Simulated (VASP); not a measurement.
A run of VASP 6.6.1 is set up as follows.

Contents of INCAR:

```
ALGO = Fast
EDIFF = 1E-6
ENCUT = 520
GGA = PS
ISIF = 2
ISMEAR = 0
LASPH = T
LCHARG = F
LREAL = F
LWAVE = F
NBANDS = 13
NELM = 60
PREC = Accurate
SIGMA = 0.15
```

The input KPOINTS:

```
k-points
0
Gamma
  24 24 24
```

File POSCAR:

```
W
1.0
   -1.3953700763      1.3953700763      2.0930551145
    1.3953700763     -1.3953700763      2.0930551145
    1.3953700763      1.3953700763     -2.0930551145
W
1
Direct
    0.0000000000      0.0000000000      0.0000000000
```

Potentials or basis: VASP PAW PBE potentials, release 64 (W_sv).

The run is started by

```bash
$ cat potpaw_PBE.64/W_sv/POTCAR > POTCAR
$ mpirun -np 1 vasp_std > vasp.out
```

(1) What does it give for the pressure?

(2) Estimate the band gap on the k mesh.

Answers

(1) -5.2 GPa.

(2) zero (band 7 reaches 13.91 eV, above the bottom of band 8 at 9.97 eV).

Caveat: the PAW data sets were made with another functional, which shifts forces and pressure a little; spin-orbit coupling is left out, which moves the levels of the heavy elements.
